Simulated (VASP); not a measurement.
# SiC (lda) (Fm-3m) in VASP: further runs, part 2 of 2

VASP 6.6.1.

### Step 3. Single point, LDA

This run uses another cell than the first one, of 9.10 Å³/atom, 1.473 times its volume.

Input file INCAR:

```
SYSTEM = SiC
PREC = Accurate
ENCUT = 600
EDIFF = 1E-6
ISMEAR = 0
SIGMA = 0.1
LREAL = .FALSE.
LASPH = .TRUE.
NELM = 120
ALGO = Normal
ISIF = 2
LWAVE = .FALSE.
LCHARG = .FALSE.
GGA = CA
NBANDS = 11
GGA_COMPAT = .FALSE.
```

Input file KPOINTS:

```
regular mesh
0
G
  8 8 8
  0 0 0
```

Input file POSCAR:

```
SiC
1.0
    0.0000000000      2.0881007700      2.0881007700
    2.0881007700      0.0000000000      2.0881007700
    2.0881007700      2.0881007700      0.0000000000
C Si
1 1
Direct
    0.0000000000      0.0000000000      0.0000000000
    0.5000000000      0.5000000000      0.5000000000
```

Potentials or basis: VASP PAW LDA potentials, release 64 (C, Si).

Started as:

```bash
$ cat potpaw_LDA.64/C/POTCAR potpaw_LDA.64/Si/POTCAR > POTCAR
$ mpirun -np 1 vasp_std > vasp.out
```

OUTCAR:

```text
SYSTEM = SiC
   PREC = Accurate
   ENCUT = 600
   EDIFF = 1E-6
   ISMEAR = 0
   LREAL = .FALSE.
   LASPH = .TRUE.
   NELM = 120
   ISIF = 2
   GGA = CA

 ion  position               nearest neighbor table
   1  0.000  0.000  0.000-   2 2.09   2 2.09   2 2.09   2 2.09   2 2.09   2 2.09
   2  0.500  0.500  0.500-   1 2.09   1 2.09   1 2.09   1 2.09   1 2.09   1 2.09

  LATTYP: Found a face centered cubic cell.
 ALAT       =     4.1762015400

  Lattice vectors:

 A1 = (   0.0000000000,   2.0881007700,   2.0881007700)
 A2 = (   2.0881007700,   0.0000000000,   2.0881007700)
 A3 = (   2.0881007700,   2.0881007700,   0.0000000000)

Analysis of symmetry for initial positions (statically):
=====================================================================
 Subroutine PRICEL returns:
 Original cell was already a primitive cell.

 Routine SETGRP: Setting up the symmetry group for a
 face centered cubic supercell.

 Subroutine GETGRP returns: Found 48 space group operations
 (whereof 48 operations were pure point group operations)
 out of a pool of 48 trial point group operations.

The static configuration has the point symmetry O_h .

Analysis of symmetry for dynamics (positions and initial velocities):
=====================================================================
 Subroutine PRICEL returns:
 Original cell was already a primitive cell.

 Routine SETGRP: Setting up the symmetry group for a
 face centered cubic supercell.

 Subroutine GETGRP returns: Found 48 space group operations
 (whereof 48 operations were pure point group operations)
 out of a pool of 48 trial point group operations.

The dynamic configuration has the point symmetry O_h .

 Subroutine INISYM returns: Found 48 space group operations
 (whereof 48 operations are pure point group operations),
 and found     1 'primitive' translations

----------------------------------------------------------------------------------------

                                     Primitive cell

  volume of cell :      18.2089

[... 117 lines left out ...]
   LEPSILON=     F    determine dielectric tensor
   LRPA    =     F    only Hartree local field effects (RPA)
 non-spin polarized calculation
 Gauss-broadening in eV      SIGMA  =   0.10
  energy-cutoff  :      600.00
  volume of cell :       18.21
 maximum number of plane-waves:       620
   NGX = 11   NGY = 11   NGZ = 11

 number of electron       8.0000000 magnetization

 Free energy of the ion-electron system (eV)
  ---------------------------------------------------
  ext. energy  EPLUGINS =         0.00000000
  ---------------------------------------------------
  free energy    TOTEN  =       -15.12340889 eV

  energy without entropy =      -15.11778790  energy(sigma->0) =      -15.12059839

 E-fermi :  10.7928     XC(G=0): -12.4024

 val. band max:       10.7768454926   @ k =   0.1250   0.0000   0.0000
 cond. band min:      10.9485466829   @ k =   0.0000   0.0000   0.0000
 fundamental gap:      0.1717011903
 Fermi energy:        10.7927768291

 k-point     1 :       0.0000    0.0000    0.0000
  band No.  band energies     occupation
      1      -6.3312      2.00000
      2      10.9485      0.02760
      3      10.9485      0.02760
      4      10.9485      0.02760
      5      16.9401      0.00000
      6      19.8774      0.00000
      7      19.8774      0.00000
      8      19.8774      0.00000
      9      22.4007      0.00000
     10      22.4007      0.00000
     11      22.4007      0.00000
[... 309 lines left out ...]
 k-point    24 :      -0.3750    0.2500    0.1250
  band No.  band energies     occupation
      1      -0.7109      2.00000
      2       1.1254      2.00000
      3       6.6883      2.00000
      4       7.9559      2.00000
      5      14.4679      0.00000
      6      16.7152      0.00000
      7      20.0040      0.00000
      8      22.3311      0.00000
      9      24.0845      0.00000
     10      25.1449      0.00000
     11      28.8742      0.00000

 [... further k-points ...]

------------------------ aborting loop because EDIFF is reached ----------------------------------------

  FORCE on cell =-STRESS in cart. coord.  units (eV):
  Direction    XX          YY          ZZ          XY          YZ          ZX
  --------------------------------------------------------------------------------------
  -------------------------------------------------------------------------------------
  Total       -2.7137148     -2.7137148     -2.7137148     -0.0000000      0.0000000     -0.0000000
  in kB     -238.7758623   -238.7758623   -238.7758623     -0.0000000      0.0000000     -0.0000000
  external PRESSURE =    -238.7758623 kB  Pullay stress =       0.0000000 kB

 VOLUME and BASIS-vectors are now :
 -----------------------------------------------------------------------------
  energy-cutoff  :      600.00
  volume of cell :       18.21
      direct lattice vectors                 reciprocal lattice vectors
     0.000000000  2.088100770  2.088100770    -0.239452045  0.239452045  0.239452045
     2.088100770  0.000000000  2.088100770     0.239452045 -0.239452045  0.239452045
     2.088100770  2.088100770  0.000000000     0.239452045  0.239452045 -0.239452045

 POSITION                                       TOTAL-FORCE (eV/Angst)
 -----------------------------------------------------------------------------------
      0.00000      0.00000      0.00000        -0.000000      0.000000      0.000000
      2.08810      2.08810      2.08810         0.000000      0.000000      0.000000
 -----------------------------------------------------------------------------------
    total drift:                                0.000000     -0.000000     -0.000000

  FREE ENERGIE OF THE ION-ELECTRON SYSTEM (eV)
  ---------------------------------------------------
  free  energy   TOTEN  =       -15.1234088914 eV

  energy  without entropy=      -15.1177878963  energy(sigma->0) =      -15.12059839
```

It took 5.4 s on 1 thread of Intel Xeon Platinum 8488C (Sapphire Rapids), shared host; peak memory 0.12 GiB.

Results:

```
Free energy            : -15.1234 eV
Pressure               : -23.9 GPa
Band gap on the k mesh : zero (band 4 reaches 11.09 eV, above the bottom of band 5 at 9.46 eV)
```

Levels at points of the mesh, in eV from the Fermi level:
```tsv
k point	band 2	band 3	band 4	band 5	band 6	band 7
(0.00, 0.00, 0.00)	0.16	0.16	0.16	6.15	9.08	9.08
(0.50, 0.00, 0.00)	-10.64	-0.65	-0.65	4.98	4.98	5.57
(0.50, 0.50, 0.00)	-8.79	-3.76	-3.76	-1.33	3.11	13.51
```

### Step 4. Single point, LDA

Input file INCAR:

```
PREC = Accurate ; ENCUT = 600
EDIFF = 1E-6 ; ISMEAR = 0
SIGMA = 0.02 ; LREAL = False
LASPH = True ; NELM = 120
ALGO = Normal ; ISIF = 2
LWAVE = False ; LCHARG = False
NBANDS = 11 ; GGA_COMPAT = False
```

Input file KPOINTS:

```
regular mesh
0
Gamma
  12 12 12
```

Input file POSCAR:

```
SiC
1.0
    0.0000000000      1.8352113918      1.8352113918
    1.8352113918      0.0000000000      1.8352113918
    1.8352113918      1.8352113918      0.0000000000
C Si
1 1
Direct
    0.0000000000      0.0000000000      0.0000000000
    0.5000000000      0.5000000000      0.5000000000
```

Started as:

```bash
$ cat potpaw_LDA.64/C/POTCAR potpaw_LDA.64/Si/POTCAR > POTCAR
$ mpirun -np 1 vasp_std > vasp.out
```

Run time: 9.9 s. Hardware: 1 thread of Intel Xeon Platinum 8488C (Sapphire Rapids), shared host; peak memory 0.13 GiB.

The run converged. Its results:

| Item | Value |
| --- | --- |
| Free energy | -14.1287 eV |
| Pressure | 125.8 GPa |
| Band gap on the k mesh | 0.99 eV, indirect (least direct gap 6.55 eV) |

Levels at points of the mesh, in eV from the valence-band top:
| k point | band 1 | band 2 | band 3 | band 4 | band 5 | band 6 | band 7 | band 8 | band 9 |
| --- | --- | --- | --- | --- | --- | --- | --- | --- | --- |
| (0.00, 0.00, 0.00) | -22.09 | 0.00 | 0.00 | 0.00 | 8.96 | 8.96 | 8.96 | 13.63 | 15.35 |
| (0.50, 0.00, 0.00) | -15.62 | -14.12 | -1.96 | -1.96 | 6.72 | 6.72 | 7.98 | 12.91 | 18.47 |
| (0.50, 0.50, 0.00) | -12.96 | -12.71 | -5.56 | -5.56 | 0.99 | 1.33 | 19.14 | 19.39 | 19.39 |

### Step 5. Relaxation of cell and atoms, LDA, target pressure 125 GPa, at which the enthalpy is minimised

This run uses another cell than the first one, of 9.10 Å³/atom, 1.473 times its volume.

Input file INCAR:

```
ALGO = Normal
EDIFF = 1E-7
EDIFFG = -0.05
ENCUT = 600
GGA_COMPAT = False
IBRION = 2
ISIF = 3
ISMEAR = 0
LASPH = True
LCHARG = False
LREAL = False
LWAVE = False
NELM = 120
NELMIN = 4
NSW = 100
PREC = Accurate
PSTRESS = 1250.0
SIGMA = 0.1
```

Input file KPOINTS:

```
k-points
0
Gamma
  8 8 8
```

Input file POSCAR:

```
SiC
1.0
    0.0000000000      2.0881007700      2.0881007700
    2.0881007700      0.0000000000      2.0881007700
    2.0881007700      2.0881007700      0.0000000000
C Si
1 1
Direct
    0.0000000000      0.0000000000      0.0000000000
    0.5000000000      0.5000000000      0.5000000000
```

Potentials or basis: VASP PAW LDA potentials, release 64 (C, Si).

Started as:

```bash
$ cat potpaw_LDA.64/C/POTCAR potpaw_LDA.64/Si/POTCAR > POTCAR
$ mpirun -np 1 vasp_std > vasp.out
```

OUTCAR:

```text
EDIFF = 1E-7
   EDIFFG = -0.05
   ENCUT = 600
   IBRION = 2
   ISIF = 3
   ISMEAR = 0
   LASPH = True
   LREAL = False
   NELM = 120
   NELMIN = 4
   NSW = 100
   PREC = Accurate
   PSTRESS = 1250.0

 ion  position               nearest neighbor table
   1  0.000  0.000  0.000-   2 2.09   2 2.09   2 2.09   2 2.09   2 2.09   2 2.09
   2  0.500  0.500  0.500-   1 2.09   1 2.09   1 2.09   1 2.09   1 2.09   1 2.09

  LATTYP: Found a face centered cubic cell.
 ALAT       =     4.1762015400

  Lattice vectors:

 A1 = (   0.0000000000,   2.0881007700,   2.0881007700)
 A2 = (   2.0881007700,   0.0000000000,   2.0881007700)
 A3 = (   2.0881007700,   2.0881007700,   0.0000000000)

Analysis of symmetry for initial positions (statically):
=====================================================================
[... 369 lines left out ...]
  free energy    TOTEN  =       -14.15852092 eV

  energy without entropy =      -14.15852092  energy(sigma->0) =      -14.15852092

 E-fermi :  17.9381     XC(G=0): -14.1618

 val. band max:       17.4683964754   @ k =   0.0000   0.0000   0.0000
 cond. band min:      18.4716233212   @ k =   0.5000   0.5000   0.0000
 fundamental gap:      1.0032268457
 Fermi energy:        17.9380805403

 k-point     1 :       0.0000    0.0000    0.0000
  band No.  band energies     occupation
      1      -4.5882      2.00000
      2      17.4684      2.00000
      3      17.4684      2.00000
      4      17.4684      2.00000
      5      26.4283      0.00000
      6      26.4283      0.00000
      7      26.4283      0.00000
      8      31.0438      0.00000
[... 243 lines left out ...]
 k-point    24 :      -0.3750    0.2500    0.1250
  band No.  band energies     occupation
      1       2.9192      2.00000
      2       4.5639      2.00000
      3      11.3628      2.00000
      4      13.1791      2.00000
      5      22.9073      0.00000
      6      25.5405      0.00000
      7      29.4201      0.00000
      8      31.8733      0.00000

 [... further k-points ...]
[... 5 lines left out ...]
  --------------------------------------------------------------------------------------
  -------------------------------------------------------------------------------------
  Total        9.6011668      9.6011668      9.6011668      0.0000000      0.0000000      0.0000000
  in kB     1241.3879716   1241.3879716   1241.3879716      0.0000000      0.0000000      0.0000000
  external PRESSURE =      -8.6120284 kB  Pullay stress =    1250.0000000 kB
[... 21 lines left out ...]
  energy  without entropy=      -14.1585209181  energy(sigma->0) =      -14.15852092

  enthalpy is  TOTEN    =        -4.4907467730 eV   P V=        9.6677741451

 reached required accuracy - stopping structural energy minimisation
```

OSZICAR:

```text
N       E                     dE             d eps       ncg     rms          rms(c)
DAV:   1     0.459264477102E+01    0.45926E+01   -0.44286E+03   464   0.103E+03
DAV:   2    -0.160963163213E+02   -0.20689E+02   -0.19737E+02   696   0.101E+02
DAV:   3    -0.164793199638E+02   -0.38300E+00   -0.38240E+00   592   0.165E+01
[... 55 lines left out ...]
DAV:   2    -0.141587058641E+02    0.67731E-03   -0.13419E-03   520   0.279E-01    0.190E-01
DAV:   3    -0.141585424104E+02    0.16345E-03   -0.27461E-04   608   0.124E-01    0.481E-02
DAV:   4    -0.141585214773E+02    0.20933E-04   -0.18028E-05   552   0.302E-02    0.959E-03
DAV:   5    -0.141585209713E+02    0.50594E-06   -0.29356E-07   616   0.528E-03    0.738E-03
DAV:   6    -0.141585209181E+02    0.53247E-07   -0.20960E-08   264   0.137E-03
   6 F= -.44907468E+01 E0= -.44907468E+01  d E =-.357373E+01
```

Run time: 17 s. Hardware: 1 thread of Intel Xeon Platinum 8488C (Sapphire Rapids), shared host; peak memory 0.13 GiB.

Results:

```
Free energy                                            : -14.1585 eV
Relaxed volume                                         : 6.20 Å³/atom
Relaxed cell                                           : a = 2.597 Å, b = 2.597 Å, c = 2.597 Å, α = 60.00°, β = 60.00°, γ = 60.00°
Space group after relaxing (to 0.05 Å)                 : Fm-3m (No. 225)
Energy change on relaxing (the enthalpy is what falls) : +482.4 meV/atom
Ionic steps                                            : 6
Pressure after relaxing                                : 124.1 GPa
Band gap on the k mesh                                 : 1.00 eV, indirect (least direct gap 6.55 eV)
```

Step by step:
| step | energy change (eV) | largest force (eV/Å) | pressure (GPa) | volume (Å³) |
| --- | --- | --- | --- | --- |
| 1 | 0.0000 | 0.0000 | -23.87 | 18.21 |
| 2 | 71.3403 | 0.0000 | 5812.42 | 3.78 |
| 3 | -0.0771 | 0.0000 | 27.83 | 14.80 |
| 4 | 0.1845 | 0.0000 | 58.20 | 13.80 |
| 5 | 1.1191 | 0.0000 | 135.63 | 12.20 |
| 6 | 0.9649 | 0.0000 | 124.14 | 12.39 |

Final structure:
```cif
data_structure
_symmetry_space_group_name_H-M 'P 1'
_symmetry_Int_Tables_number 1
_cell_length_a 2.5975
_cell_length_b 2.5975
_cell_length_c 2.5975
_cell_angle_alpha 60.000
_cell_angle_beta 60.000
_cell_angle_gamma 60.000
_cell_volume 12.39
loop_
_atom_site_label
_atom_site_type_symbol
_atom_site_fract_x
_atom_site_fract_y
_atom_site_fract_z
_atom_site_occupancy
C1 C 0.00000 0.00000 0.00000 1
Si1 Si 0.50000 0.50000 0.50000 1
```

Levels at points of the mesh, in eV from the valence-band top:
```
           k point  band 1  band 2  band 3  band 4  band 5  band 6  band 7  band 8
(0.00, 0.00, 0.00)  -22.06    0.00    0.00    0.00    8.96    8.96    8.96   13.58
(0.50, 0.00, 0.00)  -15.59  -14.10   -1.96   -1.96    6.70    6.70    7.96   12.88
(0.50, 0.50, 0.00)  -12.94  -12.69   -5.55   -5.55    1.00    1.31   19.11   19.34
```

Caveat: the cell is relaxed towards a set pressure, so the enthalpy falls and the energy may rise; the volume moved by over 15 % at a fixed basis, so the end points are rough. LDA gaps usually lie below the measured ones, often by a third to a half.

### Step 6. Overview

| task | cell | k mesh | smearing | gap on the mesh (eV) | pressure (GPa) |
| --- | --- | --- | --- | --- | --- |
| single point | a = 2.596 Å, angles 60.0°, 2 atoms | 8 × 8 × 8 | gaussian 0.1 eV | 0.99 | 125.6 |
| single point | a = 2.953 Å, angles 60.0°, 2 atoms | 8 × 8 × 8 | gaussian 0.1 eV | none | -23.9 |
| single point | a = 2.595 Å, angles 60.0°, 2 atoms | 12 × 12 × 12 | gaussian 0.02 eV | 0.99 | 125.8 |
| relaxation of cell and atoms | relaxed to 125 GPa from a = 2.953 Å, angles 60.0°, 2 atoms | 8 × 8 × 8 | gaussian 0.1 eV | 1.00 | 124.1 |

Alike in all rows: level LDA; potentials or basis VASP PAW LDA potentials, release 64 (C, Si); no spin polarisation; cutoff (eV) 600.

Caveats: the cell is relaxed towards a set pressure, so the enthalpy falls and the energy may rise (some runs); the volume moved by over 15 % at a fixed basis, so the end points are rough (some runs).

Total energies depend on the potentials used, so only differences within one code and one set of settings carry meaning.
